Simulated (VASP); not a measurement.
## InP: single point with PBEsol

Crystal: InP.

```
In P
1.0
     0.00000    2.85500    2.85500
     2.85500    0.00000    2.85500
     2.85500    2.85500    0.00000
In P
1 1
Direct
  0.00000 0.00000 0.00000
  0.50000 0.50000 0.50000
```

```
Program             : VASP 6.6.1
Task                : single point
Functional          : PBEsol
Potentials or basis : VASP PAW PBE potentials, release 64 (In_d, P)
Cutoff              : 520 eV
k mesh              : 11 × 11 × 11
Occupations         : fermi-dirac, width 0.03 eV
Spin                : no spin polarisation
```

```json
{
  "Pressure": "-8.2 GPa",
  "Band gap on the k mesh": "zero (band 9 reaches 6.15 eV, above the bottom of band 10 at 3.82 eV)"
}
```

Levels at points of the mesh, in eV from the Fermi level:
| k point | band 7 | band 8 | band 9 | band 10 | band 11 | band 12 |
| --- | --- | --- | --- | --- | --- | --- |
| (0.00, 0.00, 0.00) | -0.19 | -0.18 | -0.18 | -0.18 | 7.06 | 7.06 |

Wall time 38 s on 1 thread of Intel(R) Xeon(R) Platinum 8259CL CPU @ 2.50GHz (Skylake/Cascade Lake) (shared host), peak memory 0.19 GiB.

Caveat: the PAW data sets were made with another functional, which shifts forces and pressure a little; spin-orbit coupling is left out, which moves the levels of the heavy elements.
